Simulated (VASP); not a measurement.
# TaAs (I4_1md) in VASP: a series of runs, part 2 of 2

VASP 6.6.1.

## (3) Single point, PBEsol

This run uses another cell than the first one, of 15.06 Å³/atom.

Input file INCAR:

```
SYSTEM = TaAs
PREC = Accurate ; ENCUT = 520
EDIFF = 1E-6 ; ISMEAR = -1
SIGMA = 0.05 ; LREAL = .FALSE.
LASPH = .TRUE. ; NELM = 60
ALGO = Normal ; ISIF = 2
LWAVE = .FALSE. ; LCHARG = .FALSE.
GGA = PS ; NBANDS = 24
```

Input file KPOINTS:

```
regular mesh
0
G
  11 11 11
  0 0 0
```

Input file POSCAR:

```
TaAs
1.0
   -1.6595467715      1.6595467715      5.4683862822
    1.6595467715     -1.6595467715      5.4683862822
    1.6595467715      1.6595467715     -5.4683862822
Ta As
2 2
Direct
    0.5014233995      0.5014233995      0.0000000000
    0.2514233995      0.7514233995      0.5000000000
    0.0811760205      0.0811760205      0.0000000000
    0.8311760205      0.3311760205      0.5000000000
```

Potentials or basis: VASP PAW PBE potentials, release 64 (Ta_pv, As).

On the command line:

```console
$ cat potpaw_PBE.64/Ta_pv/POTCAR potpaw_PBE.64/As/POTCAR > POTCAR
$ mpirun -np 1 vasp_std > vasp.out
```

OUTCAR:

```text
SYSTEM = TaAs
   PREC = Accurate
   ENCUT = 520
   EDIFF = 1E-6
   ISMEAR = -1
   LREAL = .FALSE.
   LASPH = .TRUE.
   NELM = 60
   ISIF = 2
   GGA = PS

 ion  position               nearest neighbor table
   1  0.501  0.501  0.000-   4 2.49   4 2.49   3 2.50   3 2.50   3 2.50   3 2.50   2 3.20   2 3.20
                             2 3.20   2 3.20
   2  0.251  0.751  0.500-   3 2.49   3 2.49   4 2.50   4 2.50   4 2.50   4 2.50   1 3.20   1 3.20
                             1 3.20   1 3.20
   3  0.081  0.081  0.000-   2 2.49   2 2.49   1 2.50   1 2.50   1 2.50   1 2.50
   4  0.831  0.331  0.500-   1 2.49   1 2.49   2 2.50   2 2.50   2 2.50   2 2.50

  LATTYP: Found a body centered tetragonal cell.
 ALAT       =     3.3190935430
 C/A-ratio  =     3.2951082646

  Lattice vectors:

 A1 = (  -1.6595467715,   1.6595467715,   5.4683862822)
 A2 = (   1.6595467715,  -1.6595467715,   5.4683862822)
 A3 = (   1.6595467715,   1.6595467715,  -5.4683862822)

Analysis of symmetry for initial positions (statically):
=====================================================================
 Subroutine PRICEL returns:
 Original cell was already a primitive cell.

 Routine SETGRP: Setting up the symmetry group for a
 body centered tetragonal supercell.

 Subroutine GETGRP returns: Found  8 space group operations
 (whereof  4 operations were pure point group operations)
 out of a pool of 16 trial point group operations.

The static configuration has the point symmetry C_2v.
 The point group associated with its full space group is C_4v.

Analysis of symmetry for dynamics (positions and initial velocities):
=====================================================================
 Subroutine PRICEL returns:
 Original cell was already a primitive cell.

 Routine SETGRP: Setting up the symmetry group for a
 body centered tetragonal supercell.

[... 120 lines left out ...]
   NELECT =      32.0000    total number of electrons
   NUPDOWN=      -1.0000    fix difference up-down
   EMIN   =  10.00;   EMAX   =-10.00  energy-range for DOS
   EFERMI =   0.00;   METHOD = LEGACY
   ISMEAR =    -1;   SIGMA  =   0.05  broadening in eV -4-tet -1-fermi 0-gaus
   EFERMI_NEDOS =   21; number of points for ismear=-14 and -15
   IALGO  =     38    algorithm
   IMIX   =      4    mixing-type and parameters
     AMIX     =   0.40;   BMIX     =  1.00
     AMIX_MAG =   1.60;   BMIX_MAG =  1.00
  volume/ion in A,a.u.               =      15.06       101.63
  Fermi-wavevector in a.u.,A,eV,Ry     =   1.325843  2.505480 23.917133  1.757860
  Thomas-Fermi vector in A             =   2.455274
   LORBIT       =      0    0 simple, 1 ext, 2 COOP (PROOUT), +10 PAW based schemes
   GGA     = PS    functional components
   LHFCALC =     F    Hartree Fock is set to
   AEXX    =    0.0000 exact exchange contribution
   IVDW    =     0    specifies the selected vdW correction
   LEPSILON=     F    determine dielectric tensor
   LRPA    =     F    only Hartree local field effects (RPA)
 non-spin polarized calculation
  energy-cutoff  :      520.00
  volume of cell :       60.24
 maximum number of plane-waves:      1640
 NGX is ok and might be reduce to    48
   NGX = 23   NGY = 23   NGZ = 23

 number of electron      32.0000000 magnetization

 Free energy of the ion-electron system (eV)
  ---------------------------------------------------
  ext. energy  EPLUGINS =         0.00000000
  ---------------------------------------------------
  free energy    TOTEN  =       -37.02197444 eV

  energy without entropy =      -37.01754564  energy(sigma->0) =      -37.01976004

 E-fermi :   8.2847     XC(G=0): -12.7272

 val. band max:        8.2495760220   @ k =   0.4545   0.0000   0.0000
 cond. band min:       8.3167563901   @ k =  -0.1818   0.2727   0.1818
 fundamental gap:      0.0671803681
 Fermi energy:         8.2846565554

 k-point     1 :       0.0000    0.0000    0.0000
  band No.  band energies     occupation
      1     -26.3946      2.00000
      2     -26.2546      2.00000
      3     -26.2546      2.00000
      4     -26.0502      2.00000
      5     -26.0502      2.00000
      6     -25.9254      2.00000
[... 637 lines left out ...]
     23      13.2692      0.00000
     24      14.7981      0.00000

 [... further k-points ...]
[... 5 lines left out ...]
  --------------------------------------------------------------------------------------
  -------------------------------------------------------------------------------------
  Total       11.7831938     11.7831938     11.6679530      0.0000000      0.0000000      0.0000000
  in kB      313.3829998    313.3829998    310.3180830      0.0000000      0.0000000      0.0000000
  external PRESSURE =     312.3613609 kB  Pullay stress =       0.0000000 kB

 VOLUME and BASIS-vectors are now :
 -----------------------------------------------------------------------------
  energy-cutoff  :      520.00
  volume of cell :       60.24
      direct lattice vectors                 reciprocal lattice vectors
    -1.659546772  1.659546772  5.468386282     0.000000000  0.301287079  0.091434653
     1.659546772 -1.659546772  5.468386282     0.301287079  0.000000000  0.091434653
     1.659546772  1.659546772 -5.468386282     0.301287079  0.301287079  0.000000000

 POSITION                                       TOTAL-FORCE (eV/Angst)
 -----------------------------------------------------------------------------------
      0.00000      0.00000      5.48395         0.000000     -0.000000      0.009391
      1.65955     -0.00000      2.74976        -0.000000      0.000000      0.009391
      0.00000      0.00000      0.88780        -0.000000      0.000000     -0.009391
      0.00000      1.65955      3.62200         0.000000     -0.000000     -0.009391
 -----------------------------------------------------------------------------------
    total drift:                                0.000000      0.000000     -0.000484

  FREE ENERGIE OF THE ION-ELECTRON SYSTEM (eV)
  ---------------------------------------------------
  free  energy   TOTEN  =       -37.0219744427 eV

  energy  without entropy=      -37.0175456443  energy(sigma->0) =      -37.01976004
```

OSZICAR:

```text
N       E                     dE             d eps       ncg     rms          rms(c)
DAV:   1     0.244802210038E+03    0.24480E+03   -0.16553E+04  6048   0.132E+03
DAV:   2    -0.287638498087E+02   -0.27357E+03   -0.26154E+03  7096   0.364E+02
DAV:   3    -0.383593550989E+02   -0.95955E+01   -0.93745E+01  7928   0.625E+01
DAV:   4    -0.384670589073E+02   -0.10770E+00   -0.10761E+00  6728   0.669E+00
DAV:   5    -0.384680578549E+02   -0.99895E-03   -0.99875E-03  7848   0.597E-01    0.282E+01
DAV:   6    -0.371798444856E+02    0.12882E+01   -0.25763E+00  7200   0.111E+01    0.132E+01
DAV:   7    -0.370403747986E+02    0.13947E+00   -0.40708E-01  7872   0.435E+00    0.279E+00
DAV:   8    -0.370221457760E+02    0.18229E-01   -0.36937E-02  6792   0.113E+00    0.221E-01
DAV:   9    -0.370220009096E+02    0.14487E-03   -0.25687E-03  7040   0.306E-01    0.951E-02
DAV:  10    -0.370219763137E+02    0.24596E-04   -0.15276E-04  7512   0.103E-01    0.238E-02
DAV:  11    -0.370219767856E+02   -0.47194E-06   -0.19947E-05  7416   0.262E-02    0.118E-02
DAV:  12    -0.370219744779E+02    0.23077E-05   -0.47056E-06  6744   0.166E-02    0.130E-03
DAV:  13    -0.370219744427E+02    0.35264E-07   -0.16878E-07  3640   0.281E-03
   1 F= -.37021974E+02 E0= -.37019760E+02  d E =-.442880E-02
```

Run time: 5.6 min. Hardware: 1 thread of AMD EPYC 7R13 (Zen 3), shared host; peak memory 0.39 GiB.

Results:

- Free energy: -37.0220 eV
- Pressure: 31.2 GPa
- Largest force: 0.009 eV/Å
- Band gap on the k mesh: 0.07 eV (least direct gap 0.08 eV)

Forces on the atoms (eV/Å):
```
Ta   0.000  0.000  0.009
Ta   0.000  0.000  0.009
As   0.000  0.000 -0.009
As   0.000  0.000 -0.009
```

Levels at points of the mesh, in eV from the valence-band top:
```tsv
k point	band 14	band 15	band 16	band 17	band 18	band 19
(0.00, 0.00, 0.00)	-2.11	-1.74	-1.74	0.93	1.87	2.97
```

Caveat: the cell stands under pressure; the PAW data sets were made with another functional, which shifts forces and pressure a little; spin-orbit coupling is left out, which moves the levels of the heavy elements. A k mesh can miss the band edges.

The gap in the log of VASP goes by the Fermi energy; the results here count the filled bands.